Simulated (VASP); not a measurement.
# ScAl3N4 in VASP: single point with r2SCAN

Aim: the single point of ScAl3N4 with r2SCAN.

Everything below comes from runs of VASP 6.6.1. Logs are shortened: lines on timing, memory, paths and dates and some standing lists are left out, and cuts for length are marked.

### 1 The cell of the first run

The typed cell holds 8 atoms: a = 3.205 Å, b = 5.597 Å, c = 6.000 Å, α = 117.81°, β = 105.49°, γ = 90.00°.

### 2 Single point, r2SCAN (atoms displaced along a vibrational mode)

The input, POSCAR:

```
ScAl3N4
1.0
   -3.2052862866      0.0000000000      0.0000000000
    0.0000000000      5.5969653234      0.0002871281
    1.6026431433     -2.7987429175     -5.0597362566
Sc Al N
1 3 4
Direct
    0.0295000000      0.3628333300      0.0590000000
    0.5295000000      0.8628333300      0.0590000000
    0.7795000000      0.4461666700      0.5590000000
    0.2795000000      0.9461666700      0.5590000000
    0.7795000000      0.1128333300      0.5590000000
    0.2795000000      0.6128333300      0.5590000000
    0.5295000000      0.1961666700      0.0590000000
    0.0295000000      0.6961666700      0.0590000000
```

The input, INCAR.step1:

```
  ALGO = Normal
  EDIFF = 1E-4
  ENCUT = 520
  GGA = PE
  ISMEAR = 0
  LASPH = True
  LCHARG = False
  LREAL = False
  LWAVE = True
  NBANDS = 30
  NELM = 100
  PREC = Accurate
  SIGMA = 0.01
```

The input, INCAR.step2:

```
  ALGO = Normal
  EDIFF = 1E-7
  ENCUT = 520
  ISIF = 2
  ISMEAR = 0
  ISTART = 1
  LASPH = True
  LCHARG = False
  LMIXTAU = True
  LREAL = False
  LWAVE = False
  METAGGA = R2SCAN
  NBANDS = 30
  NELM = 100
  PREC = Accurate
  SIGMA = 0.01
```

The input, KPOINTS:

```
k-points
0
Gamma
  10 10 10
```

Potentials or basis: VASP PAW PBE potentials, release 64 (Sc_sv, Al, N).

The run is started by

```sh
> cat potpaw_PBE.64/Sc_sv/POTCAR potpaw_PBE.64/Al/POTCAR potpaw_PBE.64/N/POTCAR > POTCAR
> cp INCAR.step1 INCAR
> mpirun -np 1 vasp_std > vasp.out
> cp INCAR.step2 INCAR
> mpirun -np 1 vasp_std > vasp.out
```

OUTCAR:

```text
EDIFF = 1E-7
   ENCUT = 520
   ISIF = 2
   ISMEAR = 0
   ISTART = 1
   LASPH = True
   LREAL = False
   METAGGA = R2SCAN
   NELM = 100
   PREC = Accurate

 ion  position               nearest neighbor table
   1  0.029  0.363  0.059-   7 1.85   7 1.85   8 1.87   5 2.53   6 2.53   4 3.14   4 3.14   3 3.14
                             3 3.14   4 3.14   3 3.14   2 3.22   2 3.22   2 3.22   2 3.22
   2  0.529  0.863  0.059-   8 1.85   8 1.85   7 1.87   6 2.53   5 2.53   3 3.14   3 3.14   4 3.14
                             4 3.14   3 3.14   4 3.14   1 3.22   1 3.22   1 3.22   1 3.22
   3  0.779  0.446  0.559-   6 1.85   6 1.85   5 1.87   7 2.53   8 2.53   2 3.14   2 3.14   1 3.14
                             1 3.14   2 3.14   1 3.14   4 3.22   4 3.22   4 3.22   4 3.22
   4  0.279  0.946  0.559-   5 1.85   5 1.85   6 1.87   8 2.53   7 2.53   1 3.14   1 3.14   2 3.14
                             2 3.14   1 3.14   2 3.14   3 3.22   3 3.22   3 3.22   3 3.22
   5  0.779  0.113  0.559-   4 1.85   4 1.85   3 1.87   2 2.53   1 2.53
   6  0.279  0.613  0.559-   3 1.85   3 1.85   4 1.87   1 2.53   2 2.53
   7  0.529  0.196  0.059-   1 1.85   1 1.85   2 1.87   4 2.53   3 2.53
   8  0.029  0.696  0.059-   2 1.85   2 1.85   1 1.87   3 2.53   4 2.53

  LATTYP: Found a base centered monoclinic cell.
 ALAT       =    11.5634033255
 B/A-ratio  =     0.2771922933
 C/A-ratio  =     0.4840240519
 COS(beta)  =    -0.4839341447

  Lattice vectors:

 A1 = (  -1.6026431433,  -2.7982224059,   5.0594491285)
 A2 = (   1.6026431433,  -2.7982224059,   5.0594491285)
 A3 = (   0.0000000000,   5.5969653234,   0.0002871281)

Analysis of symmetry for initial positions (statically):
=====================================================================
 Subroutine PRICEL returns:
 Original cell was already a primitive cell.

 Routine SETGRP: Setting up the symmetry group for a
 base centered monoclinic supercell.

 Subroutine GETGRP returns: Found  2 space group operations
 (whereof  2 operations were pure point group operations)
 out of a pool of  4 trial point group operations.

The static configuration has the point symmetry C_1h.

Analysis of symmetry for dynamics (positions and initial velocities):
=====================================================================
 Subroutine PRICEL returns:
 Original cell was already a primitive cell.

 Routine SETGRP: Setting up the symmetry group for a
 base centered monoclinic supercell.

 Subroutine GETGRP returns: Found  2 space group operations
 (whereof  2 operations were pure point group operations)
 out of a pool of  4 trial point group operations.

The dynamic configuration has the point symmetry C_1h.

 Subroutine INISYM returns: Found  2 space group operations
 (whereof  2 operations are pure point group operations),
 and found     1 'primitive' translations

----------------------------------------------------------------------------------------

                                     Primitive cell

  volume of cell :      90.7685

  direct lattice vectors                    reciprocal lattice vectors
    -3.205286287  0.000000000  0.000000000    -0.311984612  0.000005070 -0.098822184
     0.000000000  5.596965323  0.000287128     0.000000000  0.178673320 -0.098831375
     1.602643143 -2.798742917 -5.059736257     0.000000000  0.000010139 -0.197644369

  length of vectors
     3.205286287  5.596965331  6.000196493     0.327261703  0.204185690  0.197644369

  position of ions in fractional coordinates (direct lattice)
     0.029500000  0.362833330  0.059000000
     0.529500000  0.862833330  0.059000000
     0.779500000  0.446166670  0.559000000
     0.279500000  0.946166670  0.559000000
     0.779500000  0.112833330  0.559000000
     0.279500000  0.612833330  0.559000000
     0.529500000  0.196166670  0.059000000
     0.029500000  0.696166670  0.059000000

  ion indices of the primitive-cell ions
   primitive index   ion index
                 1           1
                 2           2
                 3           3
                 4           4
                 5           5
                 6           6
                 7           7
                 8           8

----------------------------------------------------------------------------------------

 KPOINTS: k-points

Automatic generation of k-mesh.
 Grid dimensions read from file:
 generate k-points for:   10   10   10

 Generating k-lattice:

  Cartesian coordinates                     Fractional coordinates (reciprocal lattice)
    -0.031198461  0.000000507 -0.009882218     0.100000000  0.000000000  0.000000000
     0.000000000  0.017867332 -0.009883137     0.000000000  0.100000000 -0.000000000
     0.000000000  0.000001014 -0.019764437     0.000000000  0.000000000  0.100000000

  Length of vectors
     0.032726170  0.020418569  0.019764437

  Shift w.r.t. Gamma in fractional coordinates (k-lattice)
     0.000000000  0.000000000  0.000000000

 Subroutine IBZKPT returns following result:
 ===========================================

 Found    282 irreducible k-points:

 Following reciprocal coordinates:
            Coordinates               Weight
  0.000000  0.000000  0.000000      1.000000
  0.100000 -0.000000 -0.000000      4.000000
  0.200000 -0.000000 -0.000000      4.000000
  0.300000  0.000000 -0.000000      4.000000
  0.400000 -0.000000 -0.000000      4.000000
  0.500000 -0.000000  0.000000      2.000000
[... 16 lines left out ...]
 -0.400000  0.200000  0.000000      4.000000
 -0.300000  0.200000  0.000000      4.000000
 [... further k-points ...]
   k-points           NKPTS =    282   k-points in BZ     NKDIM =    282   number of bands    NBANDS=     30
   number of dos      NEDOS =    301   number of ions     NIONS =      8
   total plane-waves  NPLWV =  48384
   dimension x,y,z NGX =    24 NGY =   42 NGZ =   48
   dimension x,y,z NGXF=    48 NGYF=   84 NGZF=   96
   ions per type =               1   3   4
   NGX,Y,Z   is equivalent  to a cutoff of  12.45, 12.48, 13.30 a.u.
   NGXF,Y,Z  is equivalent  to a cutoff of  24.90, 24.95, 26.60 a.u.
 SYSTEM =  unknown system
   PREC   = accura    normal or accurate (medium, high low for compatibility)
   ISTART =      1    job   : 0-new  1-cont  2-samecut
   ICHARG =      0    charge: 1-file 2-atom 10-const
   ISPIN  =      1    spin polarized calculation?
   LNONCOLLINEAR =      F non collinear calculations
   LSORBIT =      F    spin-orbit coupling
   LASPH  =      T    aspherical Exc in radial PAW
   ENCUT  =  520.0 eV  38.22 Ry    6.18 a.u.   5.96 10.41 11.16*2*pi/ulx,y,z
   NELM   =    100;   NELMIN=  2; NELMDL=  0     # of ELM steps
   EDIFF  = 0.1E-06   stopping-criterion for ELM
   LREAL  =      F    real-space projection
   EDIFFG = 0.1E-05   stopping-criterion for IOM
   NSW    =      0    number of steps for IOM
   IBRION =     -1    ionic relax: 0-MD 1-quasi-New 2-CG
   NFREE  =      0    steps in history (QN), initial steepest desc. (CG)
   ISIF   =      2    stress and relaxation
   ISYM   =      2    0-nonsym 1-usesym 2-fastsym
   POTIM  = 0.5000    time-step for ionic-motion
   TEBEG  =    0.0;   TEEND  =   0.0 temperature during run
   PSTRESS=    0.0 pullay stress
   NELECT =      40.0000    total number of electrons
   NUPDOWN=      -1.0000    fix difference up-down
   EMIN   =  10.00;   EMAX   =-10.00  energy-range for DOS
   EFERMI =   0.00;   METHOD = LEGACY
   ISMEAR =     0;   SIGMA  =   0.01  broadening in eV -4-tet -1-fermi 0-gaus
   EFERMI_NEDOS =   21; number of points for ismear=-14 and -15
   IALGO  =     38    algorithm
   IMIX   =      4    mixing-type and parameters
     AMIX     =   0.40;   BMIX     =  1.00
     AMIX_MAG =   1.60;   BMIX_MAG =  1.00
  volume/ion in A,a.u.               =      11.35        76.57
  Fermi-wavevector in a.u.,A,eV,Ry     =   1.245804  2.354229 21.116628  1.552028
  Thomas-Fermi vector in A             =   2.380010
   LORBIT       =      0    0 simple, 1 ext, 2 COOP (PROOUT), +10 PAW based schemes
   METAGGA = R2SCAN    functional components
   LHFCALC =     F    Hartree Fock is set to
   AEXX    =    0.0000 exact exchange contribution
   IVDW    =     0    specifies the selected vdW correction
   LEPSILON=     F    determine dielectric tensor
   LRPA    =     F    only Hartree local field effects (RPA)
 non-spin polarized calculation
 Gauss-broadening in eV      SIGMA  =   0.01
  energy-cutoff  :      520.00
  volume of cell :       90.77
 maximum number of plane-waves:      2467
   NGX = 11   NGY = 21   NGZ = 23

 number of electron      39.9999997 magnetization

 Free energy of the ion-electron system (eV)
  ---------------------------------------------------
  ext. energy  EPLUGINS =         0.00000000
  ---------------------------------------------------
  free energy    TOTEN  =       -78.80000009 eV

  energy without entropy =      -78.80000009  energy(sigma->0) =      -78.80000009

 E-fermi :   6.2888     XC(G=0): -11.3736

 val. band max:        6.0676909664   @ k =   0.0000   0.0000   0.0000
 cond. band min:       8.6836705142   @ k =   0.0000   0.0000   0.0000
 fundamental gap:      2.6159795478
 Fermi energy:         6.2888078863

 k-point     1 :       0.0000    0.0000    0.0000
  band No.  band energies     occupation
      1     -42.6085      2.00000
      2     -20.7654      2.00000
      3     -20.4579      2.00000
      4     -20.4416      2.00000
      5     -10.3860      2.00000
      6      -8.7530      2.00000
[... 22 lines left out ...]
     29      14.9128      0.00000
     30      15.6606      0.00000

 k-point     2 :       0.1000   -0.0000   -0.0000
  band No.  band energies     occupation
      1     -42.6042      2.00000
      2     -20.7642      2.00000
      3     -20.4986      2.00000
      4     -20.4533      2.00000
      5     -10.2895      2.00000
      6      -8.7318      2.00000
[... 718 lines left out ...]
 k-point    24 :      -0.3000    0.2000    0.0000
  band No.  band energies     occupation
      1     -42.5792      2.00000
      2     -20.9028      2.00000
      3     -20.6709      2.00000
      4     -20.4261      2.00000
      5      -9.5834      2.00000
      6      -8.6660      2.00000
[... 22 lines left out ...]
     29      14.3246      0.00000
     30      14.5060      0.00000

 [... further k-points ...]

------------------------ aborting loop because EDIFF is reached ----------------------------------------

  FORCE on cell =-STRESS in cart. coord.  units (eV):
  Direction    XX          YY          ZZ          XY          YZ          ZX
  --------------------------------------------------------------------------------------
  -------------------------------------------------------------------------------------
  Total       11.9194928     11.0030789     -8.2089975      0.0000000     -0.0063685      0.0000000
  in kB      210.3940054    194.2181506   -144.8991063      0.0000000     -0.1124119      0.0000000
  external PRESSURE =      86.5710166 kB  Pullay stress =       0.0000000 kB

 VOLUME and BASIS-vectors are now :
 -----------------------------------------------------------------------------
  energy-cutoff  :      520.00
  volume of cell :       90.77
      direct lattice vectors                 reciprocal lattice vectors
    -3.205286287  0.000000000  0.000000000    -0.311984612  0.000005070 -0.098822184
     0.000000000  5.596965323  0.000287128     0.000000000  0.178673320 -0.098831375
     1.602643143 -2.798742917 -5.059736257     0.000000000  0.000010139 -0.197644369

 POSITION                                       TOTAL-FORCE (eV/Angst)
 -----------------------------------------------------------------------------------
      0.00000      1.86564     -0.29842         0.000000     -0.196457      0.001946
     -1.60264      4.66412     -0.29828         0.000000      0.500457     -0.000745
     -1.60264      0.93268     -2.82826         0.000000     -0.111652     -0.099618
      0.00000      3.73116     -2.82812        -0.000000     -0.111464      0.099325
     -1.60264     -0.93297     -2.82836         0.000000      0.118632      0.018429
      0.00000      1.86551     -2.82822         0.000000      0.118597     -0.018229
     -1.60264      0.93281     -0.29847         0.000000     -5.066638     -0.000782
      0.00000      3.73129     -0.29832         0.000000      4.748525     -0.000326
 -----------------------------------------------------------------------------------
    total drift:                               -0.000031     -0.001738      0.004667

  FREE ENERGIE OF THE ION-ELECTRON SYSTEM (eV)
  ---------------------------------------------------
  free  energy   TOTEN  =       -78.8000000904 eV

  energy  without entropy=      -78.8000000904  energy(sigma->0) =      -78.80000009
```

Run time: 77 min. Hardware: 1 thread of Oxide Virtual Turin-like, shared host; peak memory 0.69 GiB.

Results:

```
Free energy            : -78.8000 eV
Pressure               : 8.7 GPa
Largest force          : 5.067 eV/Å
Band gap on the k mesh : 2.62 eV
```

Forces on the atoms (eV/Å):
```
Sc   0.000 -0.196  0.002
Al   0.000  0.500 -0.001
Al   0.000 -0.112 -0.100
Al   0.000 -0.111  0.099
N    0.000  0.119  0.018
N    0.000  0.119 -0.018
N    0.000 -5.067 -0.001
N    0.000  4.749  0.000
```

Stress tensor (GPa, compression positive):
```
 21.04   0.00   0.00
  0.00  19.42  -0.01
  0.00  -0.01 -14.49
```

Caveat: the cell differs from its parent crystal (atoms displaced along a vibrational mode); the cell stands under pressure; the PAW data sets were made with another functional, which shifts forces and pressure a little. A k mesh can miss the band edges.
